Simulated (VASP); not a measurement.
# Si (I4/mmm) in VASP: a series of runs, part 2 of 3

VASP 6.6.1. Earlier steps stand in the parts before.

### 3 Single point, PBEsol

The input, INCAR:

```
SYSTEM = Si
PREC     = Accurate       ! precision mode
ENCUT    = 520            ! plane-wave cutoff, eV
EDIFF    = 1E-6           ! SCF threshold, eV
ISMEAR   = 0              ! smearing method
SIGMA    = 0.03           ! smearing width, eV
LREAL    = .False.        ! projectors in reciprocal space
LASPH    = .True.         ! aspherical terms in the spheres
NELM     = 100            ! most SCF steps
ALGO     = Normal         ! electronic algorithm
ISIF     = 2              ! what is computed and relaxed
LWAVE    = .False.        ! write WAVECAR
LCHARG   = .False.        ! write CHGCAR
GGA      = PS             ! functional
NBANDS   = 16             ! bands
```

The input, KPOINTS:

```
regular mesh
0
Gamma
  12 12 12
  0 0 0
```

The input, POSCAR:

```
Si
1.0
   -3.3221878747      3.3221878747      1.9186812134
    3.3221878747     -3.3221878747      1.9186812134
    3.3221878747      3.3221878747     -1.9186812134
Si
4
Direct
    0.1787304307      0.1787304307      0.3574608613
    0.8212695693      0.8212695693      0.6425391387
    0.1787304307      0.8212695693      0.0000000000
    0.8212695693      0.1787304307      0.0000000000
```

Potentials or basis: VASP PAW PBE potentials, release 64 (Si).

The run is started by

```bash
$ cat potpaw_PBE.64/Si/POTCAR > POTCAR
$ mpirun -np 1 vasp_std > vasp.out
```

OUTCAR:

```text
SYSTEM = Si
   PREC = Accurate
   ENCUT = 520
   EDIFF = 1E-6
   ISMEAR = 0
   LREAL = .False.
   LASPH = .True.
   NELM = 100
   ISIF = 2
   GGA = PS

 ion  position               nearest neighbor table
   1  0.179  0.179  0.357-   2 2.34   2 2.34   3 2.38   4 2.38
   2  0.821  0.821  0.643-   1 2.34   1 2.34   4 2.38   3 2.38
   3  0.179  0.821  0.000-   4 2.34   4 2.34   2 2.38   1 2.38
   4  0.821  0.179  0.000-   3 2.34   3 2.34   2 2.38   1 2.38

  LATTYP: Found a body centered tetragonal cell.
 ALAT       =     6.6443757494
 C/A-ratio  =     0.5775354332

  Lattice vectors:

 A1 = (  -3.3221878747,   3.3221878747,   1.9186812134)
 A2 = (   3.3221878747,  -3.3221878747,   1.9186812134)
 A3 = (   3.3221878747,   3.3221878747,  -1.9186812134)

Analysis of symmetry for initial positions (statically):
=====================================================================
 Subroutine PRICEL returns:
 Original cell was already a primitive cell.

 Routine SETGRP: Setting up the symmetry group for a
 body centered tetragonal supercell.

 Subroutine GETGRP returns: Found 16 space group operations
 (whereof 16 operations were pure point group operations)
 out of a pool of 16 trial point group operations.

The static configuration has the point symmetry D_4h.

Analysis of symmetry for dynamics (positions and initial velocities):
=====================================================================
 Subroutine PRICEL returns:
 Original cell was already a primitive cell.

 Routine SETGRP: Setting up the symmetry group for a
 body centered tetragonal supercell.

 Subroutine GETGRP returns: Found 16 space group operations
 (whereof 16 operations were pure point group operations)
 out of a pool of 16 trial point group operations.

The dynamic configuration has the point symmetry D_4h.

 Subroutine INISYM returns: Found 16 space group operations
 (whereof 16 operations are pure point group operations),
 and found     1 'primitive' translations

----------------------------------------------------------------------------------------

                                     Primitive cell

  volume of cell :      84.7054

  direct lattice vectors                    reciprocal lattice vectors
    -3.322187875  3.322187875  1.918681213     0.000000000  0.150503228  0.260595661
     3.322187875 -3.322187875  1.918681213     0.150503228  0.000000000  0.260595661
     3.322187875  3.322187875 -1.918681213     0.150503228  0.150503228  0.000000000

  length of vectors
     5.074958340  5.074958340  5.074958340     0.300934080  0.300934080  0.212843707

  position of ions in fractional coordinates (direct lattice)
     0.178730431  0.178730431  0.357460861
     0.821269569  0.821269569  0.642539139
     0.178730431  0.821269569  0.000000000
     0.821269569  0.178730431  0.000000000

  ion indices of the primitive-cell ions
   primitive index   ion index
                 1           1
                 2           2
                 3           3
                 4           4

----------------------------------------------------------------------------------------

 KPOINTS: regular mesh

Automatic generation of k-mesh.
 Grid dimensions read from file:
 generate k-points for:   12   12   12

 Generating k-lattice:

  Cartesian coordinates                     Fractional coordinates (reciprocal lattice)
     0.000000000  0.012541936  0.021716305     0.083333333  0.000000000  0.000000000
     0.012541936  0.000000000  0.021716305     0.000000000  0.083333333  0.000000000
     0.012541936  0.012541936  0.000000000     0.000000000  0.000000000  0.083333333

  Length of vectors
     0.025077840  0.025077840  0.017736976

  Shift w.r.t. Gamma in fractional coordinates (k-lattice)
     0.000000000  0.000000000  0.000000000

 Subroutine IBZKPT returns following result:
 ===========================================

 Found    163 irreducible k-points:

 Following reciprocal coordinates:
            Coordinates               Weight
  0.000000  0.000000  0.000000      1.000000
  0.083333 -0.000000  0.000000      8.000000
  0.166667  0.000000  0.000000      8.000000
  0.250000 -0.000000  0.000000      8.000000
  0.333333 -0.000000  0.000000      8.000000
  0.416667  0.000000  0.000000      8.000000
[... 16 lines left out ...]
  0.500000  0.166667  0.000000     16.000000
 -0.416667  0.166667  0.000000     16.000000
 [... further k-points ...]
   k-points           NKPTS =    163   k-points in BZ     NKDIM =    163   number of bands    NBANDS=     16
   number of dos      NEDOS =    301   number of ions     NIONS =      4
   total plane-waves  NPLWV =  64000
   dimension x,y,z NGX =    40 NGY =   40 NGZ =   40
   dimension x,y,z NGXF=    80 NGYF=   80 NGZF=   80
   ions per type =               4
   NGX,Y,Z   is equivalent  to a cutoff of  13.10, 13.10, 13.10 a.u.
   NGXF,Y,Z  is equivalent  to a cutoff of  26.21, 26.21, 26.21 a.u.
 SYSTEM =  Si
   PREC   = accura    normal or accurate (medium, high low for compatibility)
   ISTART =      0    job   : 0-new  1-cont  2-samecut
   ICHARG =      2    charge: 1-file 2-atom 10-const
   ISPIN  =      1    spin polarized calculation?
   LNONCOLLINEAR =      F non collinear calculations
   LSORBIT =      F    spin-orbit coupling
   LASPH  =      T    aspherical Exc in radial PAW
   ENCUT  =  520.0 eV  38.22 Ry    6.18 a.u.   9.44  9.44  9.44*2*pi/ulx,y,z
   NELM   =    100;   NELMIN=  2; NELMDL= -5     # of ELM steps
   EDIFF  = 0.1E-05   stopping-criterion for ELM
   LREAL  =      F    real-space projection
[... 7 lines left out ...]
   TEBEG  =    0.0;   TEEND  =   0.0 temperature during run
   PSTRESS=    0.0 pullay stress
   NELECT =      16.0000    total number of electrons
   NUPDOWN=      -1.0000    fix difference up-down
   EMIN   =  10.00;   EMAX   =-10.00  energy-range for DOS
   EFERMI =   0.00;   METHOD = LEGACY
   ISMEAR =     0;   SIGMA  =   0.03  broadening in eV -4-tet -1-fermi 0-gaus
   EFERMI_NEDOS =   21; number of points for ismear=-14 and -15
   IALGO  =     38    algorithm
   IMIX   =      4    mixing-type and parameters
     AMIX     =   0.40;   BMIX     =  1.00
     AMIX_MAG =   1.60;   BMIX_MAG =  1.00
  volume/ion in A,a.u.               =      21.18       142.91
  Fermi-wavevector in a.u.,A,eV,Ry     =   0.939315  1.775047 12.004584  0.882312
  Thomas-Fermi vector in A             =   2.066614
   LORBIT       =      0    0 simple, 1 ext, 2 COOP (PROOUT), +10 PAW based schemes
   GGA     = PS    functional components
   LHFCALC =     F    Hartree Fock is set to
   AEXX    =    0.0000 exact exchange contribution
   IVDW    =     0    specifies the selected vdW correction
   LEPSILON=     F    determine dielectric tensor
   LRPA    =     F    only Hartree local field effects (RPA)
 non-spin polarized calculation
 Gauss-broadening in eV      SIGMA  =   0.03
  energy-cutoff  :      520.00
  volume of cell :       84.71
 maximum number of plane-waves:      2319
 NGX is ok and might be reduce to    40
   NGX = 19   NGY = 19   NGZ = 19

 number of electron      16.0000000 magnetization

 Free energy of the ion-electron system (eV)
  ---------------------------------------------------
  ext. energy  EPLUGINS =         0.00000000
  ---------------------------------------------------
  free energy    TOTEN  =       -22.54645554 eV

  energy without entropy =      -22.54645541  energy(sigma->0) =      -22.54645548

 E-fermi :   5.5170     XC(G=0):  -9.2512

 val. band max:        5.4450074829   @ k =   0.5000   0.5000   0.5000
 cond. band min:       5.5895312886   @ k =  -0.1667  -0.1667   0.1667
 fundamental gap:      0.1445238057
 Fermi energy:         5.5170222215

 k-point     1 :       0.0000    0.0000    0.0000
  band No.  band energies     occupation
      1      -6.6548      2.00000
      2      -2.3933      2.00000
      3      -0.1550      2.00000
      4      -0.1550      2.00000
      5       1.6275      2.00000
      6       3.9552      2.00000
[... 8 lines left out ...]
     15      10.8440      0.00000
     16      12.1502      0.00000
[... 419 lines left out ...]
 k-point    24 :      -0.4167    0.1667    0.0000
  band No.  band energies     occupation
      1      -5.6232      2.00000
      2      -3.2549      2.00000
      3      -1.3019      2.00000
      4       0.6154      2.00000
      5       1.5034      2.00000
      6       2.5879      2.00000
[... 8 lines left out ...]
     15      11.1763      0.00000
     16      11.4999      0.00000

 [... further k-points ...]
[... 5 lines left out ...]
  --------------------------------------------------------------------------------------
  -------------------------------------------------------------------------------------
  Total        0.0650504      0.0650504      0.0492387      0.0000000      0.0000000     -0.0000000
  in kB        1.2304088      1.2304088      0.9313354      0.0000000      0.0000000     -0.0000000
  external PRESSURE =       1.1307176 kB  Pullay stress =       0.0000000 kB

 VOLUME and BASIS-vectors are now :
 -----------------------------------------------------------------------------
  energy-cutoff  :      520.00
  volume of cell :       84.71
      direct lattice vectors                 reciprocal lattice vectors
    -3.322187875  3.322187875  1.918681213     0.000000000  0.150503228  0.260595661
     3.322187875 -3.322187875  1.918681213     0.150503228  0.000000000  0.260595661
     3.322187875  3.322187875 -1.918681213     0.150503228  0.150503228  0.000000000

 POSITION                                       TOTAL-FORCE (eV/Angst)
 -----------------------------------------------------------------------------------
      1.18755      1.18755      0.00000         0.002301      0.002301     -0.000000
      2.13464      2.13464      1.91868        -0.002301     -0.002301      0.000000
      2.13464     -2.13464      1.91868        -0.002301      0.002301      0.000000
     -2.13464      2.13464      1.91868         0.002301     -0.002301     -0.000000
 -----------------------------------------------------------------------------------
    total drift:                               -0.000000     -0.000000      0.000000

  FREE ENERGIE OF THE ION-ELECTRON SYSTEM (eV)
  ---------------------------------------------------
  free  energy   TOTEN  =       -22.5464555376 eV

  energy  without entropy=      -22.5464554132  energy(sigma->0) =      -22.54645548
```

Wall time 2.1 min (1 thread of Intel Xeon 6975P-C (Granite Rapids), shared host); peak memory 0.33 GiB.

Results:

* Free energy: -22.5465 eV
* Pressure: 0.1 GPa
* Largest force: 0.003 eV/Å
* Band gap on the k mesh: 0.14 eV (least direct gap 0.29 eV)

Forces on the atoms (eV/Å):
```
Si   0.002  0.002  0.000
Si  -0.002 -0.002  0.000
Si  -0.002  0.002  0.000
Si   0.002 -0.002  0.000
```

Caveat: semilocal functionals underestimate gaps, and a narrow one can read as zero; the PAW data sets were made with another functional, which shifts forces and pressure a little. A k mesh can miss the band edges.

(Part 2 of 3 ends here.)
